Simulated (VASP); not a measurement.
Here is a VASP 6.6.1 calculation.

File INCAR:

```
ALGO = Normal ; EDIFF = 1E-6
ENCUT = 520 ; GGA = PE
ISIF = 2 ; ISMEAR = 0
IVDW = 12 ; LASPH = T
LCHARG = F ; LREAL = F
LWAVE = F ; NBANDS = 26
NELM = 100 ; PREC = Accurate
SIGMA = 0.05
```

KPOINTS

```
k-points
0
Gamma
  10 10 2
```

File POSCAR:

```
BN
1.0
   -2.5064381127      0.0000000000      0.0000000000
   -1.2532190563     -2.1706390786      0.0000000000
   -1.2530937344     -0.7234740049     13.2336949040
B N
4 4
Direct
    0.0416958333      0.0416958333      0.8750000000
    0.2083458333      0.2083458333      0.3750000000
    0.6250041667      0.6250041667      0.1250000000
    0.4583541667      0.4583541667      0.6250000000
    0.2916708333      0.2916708333      0.1250000000
    0.1250208333      0.1250208333      0.6250000000
    0.3750291667      0.3750291667      0.8750000000
    0.5416791667      0.5416791667      0.3750000000
```

Potentials or basis: VASP PAW PBE potentials, release 64 (B, N).

The run is started by

```sh
$ cat potpaw_PBE.64/B/POTCAR potpaw_PBE.64/N/POTCAR > POTCAR
$ mpirun -np 1 vasp_std > vasp.out
```

(1) Estimate the pressure.

(2) What does it give for the band gap on the k mesh?

(3) What does it give for the dispersion energy per atom?

(4) What does it give for the largest force?

Results:

(1) 0.2 GPa.

(2) 3.89 eV (least direct gap 4.35 eV).

(3) -0.141 eV.

(4) 0.060 eV/Å.

Caveat: the cell differs from its parent crystal (the part above a cut slid along it).
